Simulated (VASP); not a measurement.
Input of a VASP 6.6.1 run:

The input INCAR:

```
ALGO     = Normal         # electronic algorithm
EDIFF    = 1E-6           # SCF threshold, eV
ENCUT    = 520            # plane-wave cutoff, eV
GGA      = PE             # functional
ISIF     = 2              # what is computed and relaxed
ISMEAR   = -1             # smearing method
ISYM     = 0            
LASPH    = True           # aspherical terms in the spheres
LCHARG   = False          # write CHGCAR
LREAL    = Auto         
LWAVE    = False          # write WAVECAR
NBANDS   = 78             # bands
NELM     = 80             # most SCF steps
PREC     = Accurate       # precision mode
SIGMA    = 0.05           # smearing width, eV
```

File KPOINTS:

```
Automatic mesh
0
Gamma
  1 1 1
  0.25 0.25 0.25
```

Contents of POSCAR:

```
TaN
1.0
    5.9152850000      0.1408810000      0.0440940000
    0.1408810000      5.6478040000     -0.2198280000
    0.0440940000     -0.2198280000      5.5198490000
Ta N
8 8
Direct
    0.4283750252      0.1749262049      0.1533963899
    0.2438168672      0.2450013175      0.6697444602
    0.6010794743      0.8274592135      0.7546224010
    0.5062983043      0.6634680551      0.2501744410
    0.9414270111      0.3296109627      0.1817934578
    0.0266181487      0.8156803868      0.1386854400
    0.1215446167      0.6979381125      0.6209854565
    0.7396573397      0.2992245179      0.6570504875
    1.0357933135      0.0587521082      0.4446703321
    0.7771126789      0.5696187831      0.9691015373
    0.8415830343      0.6418280418      0.4214660605
    0.2536627007      0.9396122700      0.8635259919
    0.2410764796      0.4769814972      0.0207576081
    0.7643886655      0.0900062582      0.9837397621
    0.5423182166      0.0261837602      0.4608879598
    0.4619724050      0.5262793482      0.5907561466
```

Potentials or basis: VASP PAW PBE potentials, release 64 (Ta_pv, N).

Command:

```console
$ cat potpaw_PBE.64/Ta_pv/POTCAR potpaw_PBE.64/N/POTCAR > POTCAR
$ mpirun -np 1 vasp_std > vasp.out
```

(1) Estimate the pressure.

(2) Estimate the largest force.

(3) What does it give for the band gap on the k mesh?

## Answers

(1) 4.2 GPa.

(2) 2.609 eV/Å.

(3) 0.39 eV.

Caveat: the k points lie up to 1.14 Å⁻¹ apart; spin-orbit coupling is left out, which moves the levels of the heavy elements.
